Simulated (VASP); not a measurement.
Here is a VASP 6.6.1 calculation.

POSCAR

```
Re
1.0
    2.7755689617      0.0000000000      0.0000000000
   -1.3877844809      2.4037132308      0.0000000000
    0.0000000000      0.0000000000      4.3719931755
Re
2
Direct
    0.6666666667      0.3333333333      0.7500000000
    0.3333333333      0.6666666667      0.2500000000
```

File INCAR.step1:

```
ALGO = Normal ; EDIFF = 1E-5
ENCUT = 520 ; GGA = PE
ISIF = 2 ; ISMEAR = -1
LASPH = T ; LCHARG = F
LREAL = F ; LWAVE = T
NBANDS = 14 ; NELM = 80
PREC = Accurate ; SIGMA = 0.05
```

Contents of INCAR.step2:

```
AEXX = 0.25 ; ALGO = Normal
EDIFF = 1E-7 ; ENCUT = 520
GGA = PE ; HFSCREEN = 0.3
ISIF = 2 ; ISMEAR = -1
ISTART = 1 ; LASPH = T
LCHARG = F ; LHFCALC = T
LREAL = F ; LWAVE = F
NBANDS = 14 ; NELM = 80
PREC = Accurate ; PRECFOCK = Normal
SIGMA = 0.05
```

File KPOINTS:

```
k-points
0
Gamma
  6 6 3
```

Potentials or basis: VASP PAW PBE potentials, release 64 (Re).

Command:

```bash
$ cat potpaw_PBE.64/Re/POTCAR > POTCAR
$ cp INCAR.step1 INCAR
$ mpirun -np 1 vasp_std > vasp.out
$ cp INCAR.step2 INCAR
$ mpirun -np 1 vasp_std > vasp.out
```

Q: Estimate the pressure.

A: -4.0 GPa.

Q: What does it give for the band gap on the k mesh?

A: Zero (bands 7 and 8 overlap by 3.22 eV).

Stress tensor (GPa, compression positive):
```
-3.80  0.00  0.00
 0.00 -3.80  0.00
 0.00  0.00 -4.39
```

Caveat: the k points lie up to 0.48 Å⁻¹ apart, too coarse for converged energies and pressures of a metal; the PAW data sets were made with another functional, which shifts forces and pressure a little; spin-orbit coupling is left out, which moves the levels of the heavy elements.
